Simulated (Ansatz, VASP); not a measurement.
**One calculation of Li2BrF, two programs**

```
CELL_PARAMETERS angstrom
1.73538 1.00192 5.46846
-1.73538 1.00192 5.46846
0.00000 -2.00384 5.46846
ATOMIC_POSITIONS crystal
F 0.00000 0.00000 0.00000
Br 0.50000 0.50000 0.50000
Li 0.26702 0.26702 0.26702
Li 0.73298 0.73298 0.73298
```

Alike in both runs: task single point; functional LDA; k mesh 6 × 6 × 6; no spin polarisation.

|  | VASP | Ansatz |
| --- | --- | --- |
| version | VASP 6.6.1 | Ansatz 0.2.0 |
| potentials or method | VASP PAW LDA potentials, release 64 (F, Br, Li_sv) | plane waves |
| plane-wave cutoff (eV) | 750 | 420 |
| occupations | gaussian, width 0.01 eV | fixed |
| valence electrons in the cell | 20 | 20 |

```csv
,VASP,Ansatz,Ansatz less VASP
gap on the k mesh at the Fermi level (eV),3.12,3.13,+0.006
pressure (GPa),-3.3,-3.2,+0.13
"traceless stress, the component that is largest in VASP (GPa)",0.25,0.27,+0.015
```

LDA's correlation is that of Perdew and Zunger in VASP and of Perdew and Wang (1992) in Ansatz.
